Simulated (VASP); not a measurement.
# ScTlH6 (R-3m) in VASP: notebook

ScTlH6 is run at these levels: PBEsol; tasks: single point, relaxation of cell and atoms.

Program: VASP 6.6.1. These are calculated values, not measurements. Logs are shortened: lines on timing, memory, paths and dates and some standing lists are left out, and cuts for length are marked.

## (1) The cell of the first run

It takes space group R-3m (No. 166, trigonal). Conventional cell: a = 6.084 Å, b = 6.084 Å, c = 6.349 Å, α = 90.00°, β = 90.00°, γ = 120.00°. Within 2.8 Å of Sc (site symmetry -3m) lie 12 H at 2.11 to 2.12 Å. Tl (site symmetry -3m) has 24 H at 2.24 to 3.26 Å and 2 Sc at 3.17 Å within 3.3 Å. Within 1.4 Å of H (site symmetry m) lie 1 H at 1.04 Å.

## (2) Single point, PBEsol

File INCAR:

```
SYSTEM = ScTlH6
PREC = Accurate
ENCUT = 520
EDIFF = 1E-6
ISMEAR = -1
SIGMA = 0.03
LREAL = .FALSE.
LASPH = .TRUE.
NELM = 80
ALGO = Normal
ISIF = 2
LWAVE = .FALSE.
LCHARG = .TRUE.
GGA = PS
LELF = .TRUE.
LVHAR = .TRUE.
NBANDS = 25
```

File KPOINTS:

```
Automatic mesh
0
G
  6 6 6
  0 0 0
```

File POSCAR:

```
ScTlH6
1.0
    3.0419259675      1.7562567746      2.1163471665
   -3.0419259675      1.7562567746      2.1163471665
    0.0000000000     -3.5125135539      2.1163471627
Sc Tl H
1 1 6
Direct
    0.5000000000      0.5000000000      0.5000000000
    0.0000000000      0.0000000000      0.0000000000
    0.9821940058      0.4045862763      0.4045862763
    0.4045862763      0.9821940058      0.4045862763
    0.4045862763      0.4045862763      0.9821940058
    0.0178059942      0.5954137237      0.5954137237
    0.5954137237      0.0178059942      0.5954137237
    0.5954137237      0.5954137237      0.0178059942
```

Potentials or basis: VASP PAW PBE potentials, release 64 (Sc_sv, Tl_d, H).

Command:

```
$ cat potpaw_PBE.64/Sc_sv/POTCAR potpaw_PBE.64/Tl_d/POTCAR potpaw_PBE.64/H/POTCAR > POTCAR
$ mpirun -np 1 vasp_std > vasp.out
```

OUTCAR:

```text
SYSTEM = ScTlH6
   PREC = Accurate
   ENCUT = 520
   EDIFF = 1E-6
   ISMEAR = -1
   LREAL = .FALSE.
   LASPH = .TRUE.
   NELM = 80
   ISIF = 2
   GGA = PS

 ion  position               nearest neighbor table
   1  0.500  0.500  0.500-   6 2.11   7 2.11   4 2.11   3 2.11   8 2.11   5 2.11   8 2.12   5 2.12
                             4 2.12   3 2.12   6 2.12   7 2.12   2 3.17   2 3.17   2 3.67   2 3.67
   2  0.000  0.000  0.000-   5 2.24   8 2.24   3 2.24   6 2.24   7 2.24   4 2.24   1 3.17   1 3.17
                             1 3.67   1 3.67   1 3.67   1 3.67   1 3.67   1 3.67
   3  0.982  0.405  0.405-   1 2.11   1 2.12   2 2.24
   4  0.405  0.982  0.405-   1 2.11   1 2.12   2 2.24
   5  0.405  0.405  0.982-   1 2.11   1 2.12   2 2.24
   6  0.018  0.595  0.595-   1 2.11   1 2.12   2 2.24
   7  0.595  0.018  0.595-   1 2.11   1 2.12   2 2.24
   8  0.595  0.595  0.018-   1 2.11   1 2.12   2 2.24

  LATTYP: Found a trigonal (rhomboedric) cell.
 ALAT       =     4.1008141605
 COS(alpha) =    -0.1004925305

  Lattice vectors:

 A1 = (   3.0419259675,   1.7562567746,   2.1163471665)
 A2 = (  -3.0419259675,   1.7562567746,   2.1163471665)
 A3 = (   0.0000000000,  -3.5125135539,   2.1163471627)

Analysis of symmetry for initial positions (statically):
=====================================================================
 Subroutine PRICEL returns:
 Original cell was already a primitive cell.

 Routine SETGRP: Setting up the symmetry group for a
 trigonal (rhombohedral) supercell.

 Subroutine GETGRP returns: Found 12 space group operations
 (whereof 12 operations were pure point group operations)
 out of a pool of 12 trial point group operations.

The static configuration has the point symmetry D_3d.

Analysis of symmetry for dynamics (positions and initial velocities):
=====================================================================
 Subroutine PRICEL returns:
 Original cell was already a primitive cell.

 Routine SETGRP: Setting up the symmetry group for a
 trigonal (rhombohedral) supercell.

 Subroutine GETGRP returns: Found 12 space group operations
 (whereof 12 operations were pure point group operations)
 out of a pool of 12 trial point group operations.

The dynamic configuration has the point symmetry D_3d.

 Subroutine INISYM returns: Found 12 space group operations
 (whereof 12 operations are pure point group operations),
 and found     1 'primitive' translations

----------------------------------------------------------------------------------------

                                     Primitive cell

[... 104 lines left out ...]
   EDIFFG = 0.1E-04   stopping-criterion for IOM
   NSW    =      0    number of steps for IOM
   IBRION =     -1    ionic relax: 0-MD 1-quasi-New 2-CG
   NFREE  =      0    steps in history (QN), initial steepest desc. (CG)
   ISIF   =      2    stress and relaxation
   ISYM   =      2    0-nonsym 1-usesym 2-fastsym
   POTIM  = 0.5000    time-step for ionic-motion
   TEBEG  =    0.0;   TEEND  =   0.0 temperature during run
   PSTRESS=    0.0 pullay stress
   NELECT =      30.0000    total number of electrons
   NUPDOWN=      -1.0000    fix difference up-down
   EMIN   =  10.00;   EMAX   =-10.00  energy-range for DOS
   EFERMI =   0.00;   METHOD = LEGACY
   ISMEAR =    -1;   SIGMA  =   0.03  broadening in eV -4-tet -1-fermi 0-gaus
   EFERMI_NEDOS =   21; number of points for ismear=-14 and -15
   IALGO  =     38    algorithm
   IMIX   =      4    mixing-type and parameters
     AMIX     =   0.40;   BMIX     =  1.00
     AMIX_MAG =   1.60;   BMIX_MAG =  1.00
  volume/ion in A,a.u.               =       8.48        57.22
  Fermi-wavevector in a.u.,A,eV,Ry     =   1.247260  2.356980 21.166004  1.555657
  Thomas-Fermi vector in A             =   2.381400
   LORBIT       =      0    0 simple, 1 ext, 2 COOP (PROOUT), +10 PAW based schemes
   GGA     = PS    functional components
   LHFCALC =     F    Hartree Fock is set to
   AEXX    =    0.0000 exact exchange contribution
   IVDW    =     0    specifies the selected vdW correction
   LEPSILON=     F    determine dielectric tensor
   LRPA    =     F    only Hartree local field effects (RPA)
 non-spin polarized calculation
  energy-cutoff  :      520.00
  volume of cell :       67.84
 maximum number of plane-waves:      1838
   NGX = 15   NGY = 15   NGZ = 15

 number of electron      30.0000000 magnetization

 Free energy of the ion-electron system (eV)
  ---------------------------------------------------
  ext. energy  EPLUGINS =         0.00000000
  ---------------------------------------------------
  free energy    TOTEN  =       -27.92305492 eV

  energy without entropy =      -27.91924536  energy(sigma->0) =      -27.92115014

 E-fermi :   5.2504     XC(G=0): -10.5221

 val. band max:        5.2390104280   @ k =   0.3333   0.1667   0.1667
 cond. band min:       5.2707605163   @ k =   0.5000   0.5000   0.1667
 fundamental gap:      0.0317500883
 Fermi energy:         5.2504212476

 k-point     1 :       0.0000    0.0000    0.0000
  band No.  band energies     occupation
      1     -44.5952      2.00000
      2     -23.3828      2.00000
      3     -23.3828      2.00000
      4     -23.3532      2.00000
      5      -6.9054      2.00000
      6      -6.7240      2.00000
[... 661 lines left out ...]
     24      12.4242      0.00000
     25      14.5036      0.00000

 [... further k-points ...]
[... 5 lines left out ...]
  --------------------------------------------------------------------------------------
  -------------------------------------------------------------------------------------
  Total       -0.0343537     -0.0343537     -0.0318274      0.0000000     -0.0000000     -0.0000000
  in kB       -0.8113515     -0.8113515     -0.7516859      0.0000000     -0.0000000     -0.0000000
  external PRESSURE =      -0.7914629 kB  Pullay stress =       0.0000000 kB

 VOLUME and BASIS-vectors are now :
 -----------------------------------------------------------------------------
  energy-cutoff  :      520.00
  volume of cell :       67.84
      direct lattice vectors                 reciprocal lattice vectors
     3.041925968  1.756256775  2.116347167     0.164369549  0.094898803  0.157504090
    -3.041925968  1.756256775  2.116347167    -0.164369549  0.094898803  0.157504090
     0.000000000 -3.512513554  2.116347163     0.000000000 -0.189797607  0.157504089

 POSITION                                       TOTAL-FORCE (eV/Angst)
 -----------------------------------------------------------------------------------
      0.00000     -0.00000      3.17452         0.000000      0.000000     -0.000000
      0.00000      0.00000      0.00000         0.000000      0.000000     -0.000000
      1.75704      1.01443      3.79115        -0.005046     -0.002913      0.007006
     -1.75704      1.01443      3.79115         0.005046     -0.002913      0.007006
      0.00000     -2.02885      3.79115         0.000000      0.005826      0.007006
     -1.75704     -1.01443      2.55789         0.005046      0.002913     -0.007006
      1.75704     -1.01443      2.55789        -0.005046      0.002913     -0.007006
      0.00000      2.02885      2.55789         0.000000     -0.005826     -0.007006
 -----------------------------------------------------------------------------------
    total drift:                               -0.000000     -0.000000      0.000000

  FREE ENERGIE OF THE ION-ELECTRON SYSTEM (eV)
  ---------------------------------------------------
  free  energy   TOTEN  =       -27.9230549176 eV

  energy  without entropy=      -27.9192453650  energy(sigma->0) =      -27.92115014
```

OSZICAR:

```text
N       E                     dE             d eps       ncg     rms          rms(c)
DAV:   1     0.247575798791E+03    0.24758E+03   -0.14204E+04  1632   0.118E+03
DAV:   2    -0.194226730000E+02   -0.26700E+03   -0.25598E+03  1608   0.355E+02
DAV:   3    -0.302145648698E+02   -0.10792E+02   -0.10528E+02  2064   0.798E+01
DAV:   4    -0.305120811403E+02   -0.29752E+00   -0.29655E+00  2079   0.131E+01
DAV:   5    -0.305203449957E+02   -0.82639E-02   -0.82630E-02  2288   0.213E+00    0.117E+01
DAV:   6    -0.281218620176E+02    0.23985E+01   -0.28017E+00  2181   0.206E+01    0.452E+00
DAV:   7    -0.279469167536E+02    0.17495E+00   -0.63625E-01  1873   0.534E+00    0.285E+00
DAV:   8    -0.279230854952E+02    0.23831E-01   -0.97225E-02  1974   0.183E+00    0.912E-01
DAV:   9    -0.279231026669E+02   -0.17172E-04   -0.81527E-03  2068   0.821E-01    0.263E-01
DAV:  10    -0.279231641616E+02   -0.61495E-04   -0.92473E-04  2170   0.375E-01    0.808E-02
DAV:  11    -0.279230601239E+02    0.10404E-03   -0.15646E-04  2156   0.163E-01    0.284E-02
DAV:  12    -0.279230540050E+02    0.61189E-05   -0.39452E-05  2219   0.527E-02    0.807E-03
DAV:  13    -0.279230549176E+02   -0.91255E-06   -0.52458E-06  2134   0.182E-02
   1 F= -.27923055E+02 E0= -.27921150E+02  d E =-.380955E-02
```

Wall time 84 s (1 thread of Intel Xeon Platinum 8259CL at 2.50GHz (Skylake/Cascade Lake), shared host); peak memory 0.2 GiB.

Results:

| Quantity | Value |
| --- | --- |
| Free energy | -27.9231 eV |
| Pressure | -0.1 GPa |
| Largest force | 0.009 eV/Å |
| Band gap on the k mesh | zero (bands 15 and 16 overlap by 4.21 eV) |

Forces on the atoms (eV/Å):
```
Sc   0.000  0.000  0.000
Tl   0.000  0.000  0.000
H   -0.005 -0.003  0.007
H    0.005 -0.003  0.007
H    0.000  0.006  0.007
H    0.005  0.003 -0.007
H   -0.005  0.003 -0.007
H    0.000 -0.006 -0.007
```

Caveat: the PAW data sets were made with another functional, which shifts forces and pressure a little; spin-orbit coupling is left out, which moves the levels of the heavy elements.

(Continued in part 2 of 2.)

The gap in the log of VASP goes by the Fermi energy; the results here count the filled bands.